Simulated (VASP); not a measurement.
A run of VASP 6.6.1 is set up as follows.

File INCAR:

```
SYSTEM = AlRu
  ALGO = Normal
  EDIFF = 1E-6
  ENCUT = 520
  GGA = PE
  ISIF = 2
  ISMEAR = -1
  LASPH = .True.
  LCHARG = .False.
  LREAL = .False.
  LWAVE = .False.
  NBANDS = 16
  NELM = 100
  PREC = Accurate
  SIGMA = 0.1
```

Contents of KPOINTS:

```
k-points
0
Gamma
  14 14 14
  0 0 0
```

The input POSCAR:

```
AlRu
1.0
    0.0000000000      2.4928418947      2.4928418947
    2.4928418947      0.0000000000      2.4928418947
    2.4928418947      2.4928418947      0.0000000000
Ru Al
1 1
Direct
    0.0000000000      0.0000000000      0.0000000000
    0.5000000000      0.5000000000      0.5000000000
```

Potentials or basis: VASP PAW PBE potentials, release 64 (Ru_pv, Al).

Run with:

```sh
$ cat potpaw_PBE.64/Ru_pv/POTCAR potpaw_PBE.64/Al/POTCAR > POTCAR
$ mpirun -np 1 vasp_std > vasp.out
```

Predict the pressure.

0.0 GPa.

Estimate the band gap on the k mesh.

zero (an odd number of electrons rules out a gap without spin polarisation).
